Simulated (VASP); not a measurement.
A run of VASP 6.6.1 is set up as follows.

INCAR

```
SYSTEM = TiPt3
PREC     = Accurate       ! precision mode
ENCUT    = 600            ! plane-wave cutoff, eV
EDIFF    = 1E-6           ! SCF threshold, eV
ISMEAR   = -1             ! smearing method
SIGMA    = 0.1            ! smearing width, eV
LREAL    = .FALSE.        ! projectors in reciprocal space
LASPH    = .TRUE.         ! aspherical terms in the spheres
NELM     = 100            ! most SCF steps
ALGO     = Normal         ! electronic algorithm
ISIF     = 3              ! what is computed and relaxed
LWAVE    = .FALSE.        ! write WAVECAR
LCHARG   = .FALSE.        ! write CHGCAR
GGA      = PE             ! functional
IBRION   = 2              ! ionic algorithm
NSW      = 60             ! ionic steps
EDIFFG   = -0.01          ! ionic threshold
ISYM     = 0
```

KPOINTS

```
Automatic mesh
0
G
  5 5 5
  0 0 0
```

Contents of POSCAR:

```
TiPt3
1.0
    3.9097780000      0.0000000000      0.0000000000
    0.0000000000      3.9097780000      0.0000000000
    0.0000000000      0.0000000000      3.9097780000
Ti Pt
1 3
Direct
    0.0000000000      0.0000000000      0.0000000000
    0.0000000000      0.5000000000      0.5000000000
    0.5000000000      0.0000000000      0.5000000000
    0.5000000000      0.5000000000      0.0000000000
```

Potentials or basis: VASP PAW PBE potentials, release 64 (Ti_sv, Pt).

Run with:

```bash
$ cat potpaw_PBE.64/Ti_sv/POTCAR potpaw_PBE.64/Pt/POTCAR > POTCAR
$ mpirun -np 1 vasp_std > vasp.out
```

Task: Estimate the space group after relaxing (to 0.05 Å).

Result: Pm-3m (No. 221).

Task: What does it give for the relaxed cell?

Result: a = 3.946 Å, b = 3.946 Å, c = 3.946 Å, α = 90.00°, β = 90.00°, γ = 90.00°.

Task: What does it give for the band gap on the k mesh?

Result: Zero (band 21 reaches 12.54 eV, above the bottom of band 22 at 11.20 eV).

Task: Predict the relaxed volume.

Result: 15.36 Å³/atom.

Step by step:
```
step  energy change (eV)  largest force (eV/Å)  pressure (GPa)  volume (Å³)
   1              0.0000                0.0000            7.03        59.77
   2              0.1474                0.0000          -13.13        65.62
   3             -0.0358                0.0000           -0.19        61.49
   4             -0.0358                0.0000            0.02        61.44
```

Caveat: spin-orbit coupling is left out, which moves the levels of the heavy elements. PBE usually gives volumes a little too large and moduli too small.
